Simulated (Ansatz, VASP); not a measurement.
KP3: VASP beside Ansatz

Contents of INCAR:

```
PREC = Accurate
ENCUT = 600
EDIFF = 1E-6
ISMEAR = 0
SIGMA = 0.1
LREAL = False
LASPH = True
NELM = 60
ALGO = Normal
ISIF = 3
LWAVE = False
LCHARG = False
GGA = PE
IBRION = 2
NSW = 90
EDIFFG = -0.04
```

KPOINTS

```
regular mesh
0
Gamma
  3 3 3
```

File POSCAR:

```
KP3
1.0
    3.8402018097      2.2171415485      3.6067064453
   -3.8402018097      2.2171415485      3.6067064453
    0.0000000000     -4.4342830971      3.6067064453
K P
2 6
Direct
    0.2690000000      0.2690000000      0.2690000000
    0.7310000000      0.7310000000      0.7310000000
    0.7970000000      0.2520000000      0.7970000000
    0.7970000000      0.7970000000      0.2520000000
    0.2520000000      0.7970000000      0.7970000000
    0.2030000000      0.7480000000      0.2030000000
    0.7480000000      0.2030000000      0.2030000000
    0.2030000000      0.2030000000      0.7480000000
```

Input for Ansatz:

```yaml
crystal:
  lattice:
    - [3.8402018097, 2.2171415485, 3.6067064453]
    - [-3.8402018097, 2.2171415485, 3.6067064453]
    - [0.0, -4.4342830971, 3.6067064453]
  atoms:
    - { symbol: K, position: [0.269, 0.269, 0.269] }
    - { symbol: K, position: [0.731, 0.731, 0.731] }
    - { symbol: P, position: [0.797, 0.252, 0.797] }
    - { symbol: P, position: [0.797, 0.797, 0.252] }
    - { symbol: P, position: [0.252, 0.797, 0.797] }
    - { symbol: P, position: [0.203, 0.748, 0.203] }
    - { symbol: P, position: [0.748, 0.203, 0.203] }
    - { symbol: P, position: [0.203, 0.203, 0.748] }
basis:
  ecutwfc: 420
kpoints:
  mp_grid: { grid: [3, 3, 3] }
hamiltonian:
  xc: pbe
scf:
  occupations: { method: gaussian, width: 0.1 }
  lower_state_search: "off"
output:
  forces: true
  stress: true
  eigenvalues: true
relax:
  adjacent_minimum: "off"
  f_tol: 0.04
  max_steps: 70
  cell: { stress_tol: 0.4 }
```

Alike in both runs: task relaxation of cell and atoms; functional PBE; k mesh 3 × 3 × 3; occupations gaussian, width 0.1 eV; no spin polarisation.

|  | VASP | Ansatz |
| --- | --- | --- |
| version | VASP 6.6.1 | Ansatz 0.2.0 |
| potentials or method | VASP PAW PBE potentials, release 64 (K_sv, P), cutoff 600 eV | scalar-relativistic, plane waves, PAW |
| valence electrons in the cell | 48 | 48 |

VASP gave:

- gap on the k mesh at the Fermi level, each at its own relaxed structure (eV): 1.03
- relaxed volume (Å³/atom): 34.07
- relaxed cell length with the largest relative difference (Å): 6.680

Estimate Ansatz's values.

gap on the k mesh at the Fermi level, each at its own relaxed structure (eV): 1.02; relaxed volume (Å³/atom): 34.41; relaxed cell length with the largest relative difference (Å): 6.680.

Noted on VASP's run: the volume moved by over 15 % at a fixed basis, so the end points are rough.
